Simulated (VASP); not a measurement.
A run of VASP 6.6.1 is set up as follows.

Contents of INCAR:

```
ALGO = Normal
EDIFF = 1E-6
EDIFFG = -0.002
ENCUT = 600
IBRION = 2
ISIF = 3
ISMEAR = -1
LASPH = True
LCHARG = False
LREAL = False
LWAVE = False
NELM = 80
NSW = 100
PREC = Accurate
PSTRESS = 10.0
SIGMA = 0.05
```

The input KPOINTS:

```
k-points
0
Gamma
  20 20 12
```

Contents of POSCAR:

```
Os
1.0
    2.7164727162      0.0000000000      0.0000000000
   -1.3582363581      2.3525343809      0.0000000000
    0.0000000000      0.0000000000      4.2868061352
Os
2
Direct
    0.3333333333      0.6666666667      0.2500000000
    0.6666666667      0.3333333333      0.7500000000
```

Potentials or basis: VASP PAW LDA potentials, release 64 (Os).

Command:

```console
$ cat potpaw_LDA.64/Os/POTCAR > POTCAR
$ mpirun -np 1 vasp_std > vasp.out
```

Task: Predict the relaxed cell.

Result: a = 2.717 Å, b = 2.717 Å, c = 4.287 Å, α = 90.00°, β = 90.00°, γ = 120.00°.

Task: Predict the band gap on the k mesh.

Result: Zero (bands 8 and 9 overlap by 4.08 eV).

Task: Predict the relaxed volume.

Result: 13.70 Å³/atom.

Task: Predict the space group after relaxing (to 0.1 Å).

Result: P6_3/mmc (No. 194).

Final structure:
```
Os
1.0
     2.71705    0.00000    0.00000
    -1.35853    2.35303    0.00000
     0.00000    0.00000    4.28708
Os
2
Direct
  0.33333 0.66667 0.25000
  0.66667 0.33333 0.75000
```

Caveat: the cell is relaxed towards a set pressure, so the run minimises the enthalpy, not the energy; spin-orbit coupling is left out, which moves the levels of the heavy elements.
